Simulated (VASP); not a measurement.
# Ta2N in VASP: notebook, part 2 of 3

VASP 6.6.1. The steps go on from the part before.

## (4) Single point, PBE

INCAR

```
SYSTEM = Ta2N
PREC = Accurate ; ENCUT = 520
EDIFF = 1E-7 ; ISMEAR = 1
SIGMA = 0.1 ; LREAL = .False.
LASPH = .True. ; NELM = 60
ALGO = Normal ; ISIF = 2
LWAVE = .False. ; LCHARG = .False.
GGA = PE ; NBANDS = 20
```

KPOINTS

```
Automatic mesh
0
Gamma
  12 12 7
  0 0 0
```

POSCAR

```
Ta2N
1.0
    3.1128620000      0.0000000000      0.0000000000
   -1.5564310000      2.6958170000      0.0000000000
    0.0000000000      0.0000000000      4.8698410000
Ta N
2 1
Direct
    0.6666666667      0.3333333333      0.7452890000
    0.3333333333      0.6666666667      0.2547110000
   -0.0160623889      0.0000000000      0.0000000000
```

Potentials or basis: VASP PAW PBE potentials, release 64 (Ta_pv, N).

Run with:

```
cat potpaw_PBE.64/Ta_pv/POTCAR potpaw_PBE.64/N/POTCAR > POTCAR
mpirun -np 1 vasp_std > vasp.out
```

OUTCAR:

```text
SYSTEM = Ta2N
   PREC = Accurate
   ENCUT = 520
   EDIFF = 1E-7
   ISMEAR = 1
   LREAL = .False.
   LASPH = .True.
   NELM = 60
   ISIF = 2
   GGA = PE

 ion  position               nearest neighbor table
   1  0.667  0.333  0.745-   3 2.15   3 2.18   3 2.22   2 2.99   2 2.99   2 2.99   2 3.06   2 3.06
                             2 3.06
   2  0.333  0.667  0.255-   3 2.15   3 2.18   3 2.22   1 2.99   1 2.99   1 2.99   1 3.06   1 3.06
                             1 3.06
   3  0.984  0.000  0.000-   1 2.15   2 2.15   2 2.18   1 2.18   2 2.22   1 2.22

  LATTYP: Found a hexagonal cell.
 ALAT       =     3.1128620000
 C/A-ratio  =     1.5644255993

  Lattice vectors:

 A1 = (   3.1128620000,   0.0000000000,   0.0000000000)
 A2 = (  -1.5564310000,   2.6958170000,   0.0000000000)
 A3 = (   0.0000000000,   0.0000000000,   4.8698410000)

Analysis of symmetry for initial positions (statically):
=====================================================================
 Subroutine PRICEL returns:
 Original cell was already a primitive cell.

 Routine SETGRP: Setting up the symmetry group for a
 hexagonal supercell.

 Subroutine GETGRP returns: Found  2 space group operations
 (whereof  2 operations were pure point group operations)
 out of a pool of 24 trial point group operations.

The static configuration has the point symmetry C_2 .

Analysis of symmetry for dynamics (positions and initial velocities):
=====================================================================
 Subroutine PRICEL returns:
 Original cell was already a primitive cell.

 Routine SETGRP: Setting up the symmetry group for a
 hexagonal supercell.

 Subroutine GETGRP returns: Found  2 space group operations
 (whereof  2 operations were pure point group operations)
 out of a pool of 24 trial point group operations.

The dynamic configuration has the point symmetry C_2 .

 Subroutine INISYM returns: Found  2 space group operations
 (whereof  2 operations are pure point group operations),
 and found     1 'primitive' translations

----------------------------------------------------------------------------------------

                                     Primitive cell

  volume of cell :      40.8663

  direct lattice vectors                    reciprocal lattice vectors
     3.112862000  0.000000000  0.000000000     0.321247778  0.185472530  0.000000000
    -1.556431000  2.695817000  0.000000000     0.000000000  0.370945060  0.000000000
     0.000000000  0.000000000  4.869841000     0.000000000  0.000000000  0.205345513

  length of vectors
     3.112862000  3.112861506  4.869841000     0.370945002  0.370945060  0.205345513

  position of ions in fractional coordinates (direct lattice)
     0.666666667  0.333333333  0.745289000
     0.333333333  0.666666667  0.254711000
     0.983937611  0.000000000  0.000000000

  ion indices of the primitive-cell ions
   primitive index   ion index
                 1           1
                 2           2
                 3           3

----------------------------------------------------------------------------------------

 KPOINTS: Automatic mesh

Automatic generation of k-mesh.
 Grid dimensions read from file:
 generate k-points for:   12   12    7

 Generating k-lattice:

  Cartesian coordinates                     Fractional coordinates (reciprocal lattice)
     0.026770648  0.015456044  0.000000000     0.083333333  0.000000000  0.000000000
     0.000000000  0.030912088  0.000000000     0.000000000  0.083333333  0.000000000
     0.000000000  0.000000000  0.029335073     0.000000000  0.000000000  0.142857143

  Length of vectors
     0.030912083  0.030912088  0.029335073

  Shift w.r.t. Gamma in fractional coordinates (k-lattice)
     0.000000000  0.000000000  0.000000000

 Subroutine IBZKPT returns following result:
 ===========================================

 Found    277 irreducible k-points:

 Following reciprocal coordinates:
            Coordinates               Weight
  0.000000  0.000000  0.000000      1.000000
  0.083333  0.000000  0.000000      4.000000
  0.000000  0.083333  0.000000      2.000000
  0.166667  0.000000  0.000000      4.000000
  0.000000  0.166667  0.000000      2.000000
  0.250000  0.000000  0.000000      4.000000
[... 16 lines left out ...]
 -0.083333  0.416667  0.000000      4.000000
 -0.416667  0.333333  0.000000      4.000000
 [... further k-points ...]
   k-points           NKPTS =    277   k-points in BZ     NKDIM =    277   number of bands    NBANDS=     20
   number of dos      NEDOS =    301   number of ions     NIONS =      3
   total plane-waves  NPLWV =  20736
   dimension x,y,z NGX =    24 NGY =   24 NGZ =   36
   dimension x,y,z NGXF=    48 NGYF=   48 NGZF=   72
   ions per type =               2   1
   NGX,Y,Z   is equivalent  to a cutoff of  12.82, 12.82, 12.29 a.u.
   NGXF,Y,Z  is equivalent  to a cutoff of  25.63, 25.63, 24.58 a.u.
 SYSTEM =  Ta2N
   PREC   = accura    normal or accurate (medium, high low for compatibility)
   ISTART =      0    job   : 0-new  1-cont  2-samecut
   ICHARG =      2    charge: 1-file 2-atom 10-const
   ISPIN  =      1    spin polarized calculation?
   LNONCOLLINEAR =      F non collinear calculations
   LSORBIT =      F    spin-orbit coupling
   LASPH  =      T    aspherical Exc in radial PAW
   ENCUT  =  520.0 eV  38.22 Ry    6.18 a.u.   5.79  5.79  9.05*2*pi/ulx,y,z
   NELM   =     60;   NELMIN=  2; NELMDL= -5     # of ELM steps
   EDIFF  = 0.1E-06   stopping-criterion for ELM
   LREAL  =      F    real-space projection
   EDIFFG = 0.1E-05   stopping-criterion for IOM
   NSW    =      0    number of steps for IOM
   IBRION =     -1    ionic relax: 0-MD 1-quasi-New 2-CG
   NFREE  =      0    steps in history (QN), initial steepest desc. (CG)
   ISIF   =      2    stress and relaxation
   ISYM   =      2    0-nonsym 1-usesym 2-fastsym
   POTIM  = 0.5000    time-step for ionic-motion
   TEBEG  =    0.0;   TEEND  =   0.0 temperature during run
   PSTRESS=    0.0 pullay stress
   NELECT =      27.0000    total number of electrons
   NUPDOWN=      -1.0000    fix difference up-down
   EMIN   =  10.00;   EMAX   =-10.00  energy-range for DOS
   EFERMI =   0.00;   METHOD = LEGACY
   ISMEAR =     1;   SIGMA  =   0.10  broadening in eV -4-tet -1-fermi 0-gaus
   EFERMI_NEDOS =   21; number of points for ismear=-14 and -15
   IALGO  =     38    algorithm
   IMIX   =      4    mixing-type and parameters
     AMIX     =   0.40;   BMIX     =  1.00
     AMIX_MAG =   1.60;   BMIX_MAG =  1.00
  volume/ion in A,a.u.               =      13.62        91.93
  Fermi-wavevector in a.u.,A,eV,Ry     =   1.425852  2.694469 27.661372  2.033053
  Thomas-Fermi vector in A             =   2.546192
   LORBIT       =      0    0 simple, 1 ext, 2 COOP (PROOUT), +10 PAW based schemes
   GGA     = PE    functional components
   LHFCALC =     F    Hartree Fock is set to
   AEXX    =    0.0000 exact exchange contribution
   IVDW    =     0    specifies the selected vdW correction
   LEPSILON=     F    determine dielectric tensor
   LRPA    =     F    only Hartree local field effects (RPA)
 non-spin polarized calculation
 Methfessel and Paxton  Order N= 1 SIGMA  =   0.10
  energy-cutoff  :      520.00
  volume of cell :       40.87
 maximum number of plane-waves:      1116
   NGX = 11   NGY = 11   NGZ = 19

 number of electron      26.9999997 magnetization

 Free energy of the ion-electron system (eV)
  ---------------------------------------------------
  ext. energy  EPLUGINS =         0.00000000
  ---------------------------------------------------
  free energy    TOTEN  =       -34.36532280 eV

  energy without entropy =      -34.36576005  energy(sigma->0) =      -34.36546855

 E-fermi :   7.4248     XC(G=0): -12.8458

 val. band max:        7.4240691121   @ k =   0.0000   0.3333   0.2857
 cond. band min:       7.4248399727   @ k =   0.0833   0.0000   0.0000
 fundamental gap:      0.0007708606
 Fermi energy:         7.4248051912

 k-point     1 :       0.0000    0.0000    0.0000
  band No.  band energies     occupation
      1     -28.2214      2.00000
      2     -27.5115      2.00000
      3     -27.5114      2.00000
      4     -27.3851      2.00000
      5     -27.3849      2.00000
      6     -27.2668      2.00000
[... 12 lines left out ...]
     19       8.6409     -0.00000
     20      12.3551      0.00000
[... 507 lines left out ...]
 k-point    24 :      -0.4167    0.3333    0.0000
  band No.  band energies     occupation
      1     -28.0364      2.00000
      2     -27.8803      2.00000
      3     -27.8573      2.00000
      4     -27.6868      2.00000
      5     -27.4714      2.00000
      6     -27.4393      2.00000
[... 12 lines left out ...]
     19      11.8422      0.00000
     20      12.4902      0.00000

 [... further k-points ...]
[... 5 lines left out ...]
  --------------------------------------------------------------------------------------
  -------------------------------------------------------------------------------------
  Total       -0.2185287     -0.2743399     -0.0440602      0.0000000     -0.0412172      0.0000000
  in kB       -8.5674995    -10.7555975     -1.7273957      0.0000000     -1.6159370      0.0000000
  external PRESSURE =      -7.0168309 kB  Pullay stress =       0.0000000 kB

 VOLUME and BASIS-vectors are now :
 -----------------------------------------------------------------------------
  energy-cutoff  :      520.00
  volume of cell :       40.87
      direct lattice vectors                 reciprocal lattice vectors
     3.112862000  0.000000000  0.000000000     0.321247778  0.185472530  0.000000000
    -1.556431000  2.695817000  0.000000000     0.000000000  0.370945060  0.000000000
     0.000000000  0.000000000  4.869841000     0.000000000  0.000000000  0.205345513

 POSITION                                       TOTAL-FORCE (eV/Angst)
 -----------------------------------------------------------------------------------
      1.55643      0.89861      3.62944        -0.314815      0.024048      0.034631
     -0.00000      1.79721      1.24040        -0.314815     -0.024048     -0.034631
      3.06286      0.00000      0.00000         0.629630      0.000000      0.000000
 -----------------------------------------------------------------------------------
    total drift:                                0.000011     -0.000000     -0.000000

  FREE ENERGIE OF THE ION-ELECTRON SYSTEM (eV)
  ---------------------------------------------------
  free  energy   TOTEN  =       -34.3653227968 eV

  energy  without entropy=      -34.3657600523  energy(sigma->0) =      -34.36546855
```

stdout:

```text
POSCAR found type information on POSCAR TaN
 POSCAR found :  2 types and       3 ions
 scaLAPACK will be used
 LDA part: xc-table for (Slater+PW92), standard interpolation
 POSCAR, INCAR and KPOINTS ok, starting setup
 FFT: planning ... GRIDC
 FFT: planning ... GRID_SOFT
 FFT: planning ... GRID
 WAVECAR not read
 entering main loop
```

Run time: 96 s. Hardware: 1 thread of AMD EPYC 9R45 (Zen 5), shared host; peak memory 0.29 GiB.

Results:

```
Free energy            : -34.3653 eV
Pressure               : -0.7 GPa
Largest force          : 0.630 eV/Å
Band gap on the k mesh : zero (an odd number of electrons rules out a gap without spin polarisation)
```

Forces on the atoms (eV/Å):
```
Ta  -0.315  0.024  0.035
Ta  -0.315 -0.024 -0.035
N    0.630  0.000  0.000
```

Caveat: spin-orbit coupling is left out, which moves the levels of the heavy elements.

## (5) Single point, PBE

INCAR

```
SYSTEM = Ta2N
ALGO = Normal ; EDIFF = 1E-6
ENCUT = 520 ; GGA = PE
ISIF = 2 ; ISMEAR = 1
LASPH = .True. ; LCHARG = .False.
LREAL = .False. ; LWAVE = .False.
NBANDS = 20 ; NELM = 80
PREC = Accurate ; SIGMA = 0.1
```

KPOINTS

```
k-points
0
Gamma
  12 12 7
  0 0 0
```

Edit POSCAR of step 4 so:

```diff
@@ -10,2 +10,2 @@
     0.3333333333      0.6666666667      0.2547110000
-   -0.0160623889      0.0000000000      0.0000000000
+    0.0160623889      0.0000000000      0.0000000000
```

Run with:

```
cat potpaw_PBE.64/Ta_pv/POTCAR potpaw_PBE.64/N/POTCAR > POTCAR
mpirun -np 1 vasp_std > vasp.out
```

It took 92 s on 1 thread of AMD EPYC 9R45 (Zen 5), shared host; peak memory 0.29 GiB.

Results (log left out):

```yaml
Free_energy: -34.3653 eV
Pressure: -0.7 GPa
Largest_force: 0.630 eV/Å
Band_gap_on_the_k_mesh: zero (an odd number of electrons rules out a gap without spin polarisation)
```

Forces in eV/Å, atoms in the order of the input:
```
Ta   0.315  0.024  0.034
Ta   0.315 -0.024 -0.034
N   -0.630  0.000  0.000
```

Stress tensor (GPa, compression positive):
```
-0.85  0.00  0.00
 0.00 -1.07 -0.16
 0.00 -0.16 -0.17
```

Levels at points of the mesh, in eV from the Fermi level:
```tsv
k point	band 10	band 11	band 12	band 13	band 14	band 15	band 16	band 17
(0.00, 0.00, 0.00)	-5.99	-4.92	-0.61	-0.28	-0.19	0.26	0.31	0.47
(0.50, 0.00, 0.00)	-6.31	-4.48	-2.58	-1.33	1.80	1.92	3.73	4.02
(0.00, 0.50, 0.00)	-6.32	-4.46	-2.58	-1.34	1.77	1.91	3.73	4.04
```

Caveat: spin-orbit coupling is left out, which moves the levels of the heavy elements.

(Part 2 of 3 ends here.)

The gap in the log of VASP goes by the Fermi energy; the results here count the filled bands.